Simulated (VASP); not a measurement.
Here is a VASP 6.6.1 calculation.

The input INCAR:

```
PREC = Accurate ; ENCUT = 520
EDIFF = 1E-6 ; ISMEAR = 0
SIGMA = 0.1 ; LREAL = F
LASPH = T ; NELM = 60
ALGO = Normal ; ISIF = 2
LWAVE = F ; LCHARG = F
GGA = PE ; NBANDS = 46
```

The input KPOINTS:

```
Automatic mesh
0
Gamma
  10 10 4
```

POSCAR

```
NbP
1.0
    3.4474582507      0.0000000000      0.0000000000
    0.0000000000      3.4474582507      0.0000000000
    0.0000000000      0.0000000000     11.2222611037
Nb P
4 4
Direct
    0.5000000000      0.5000000000      0.0007964994
    0.0000000000      0.5000000000      0.7507964994
    0.0000000000      0.0000000000      0.5007964994
    0.5000000000      0.0000000000      0.2507964994
    0.0000000000      0.0000000000      0.0818320756
    0.5000000000      0.0000000000      0.8318320756
    0.5000000000      0.5000000000      0.5818320756
    0.0000000000      0.5000000000      0.3318320756
```

Potentials or basis: VASP PAW PBE potentials, release 64 (Nb_sv, P).

Run with:

```console
$ cat potpaw_PBE.64/Nb_sv/POTCAR potpaw_PBE.64/P/POTCAR > POTCAR
$ mpirun -np 1 vasp_std > vasp.out
```

(1) Predict the band gap on the k mesh.

(2) Predict the largest force.

Results:

(1) 0.04 eV.

(2) 0.022 eV/Å.

Caveat: the cell differs from its parent crystal (biaxial strain in the a-b plane: +3.0 %); the cell stands under tension.
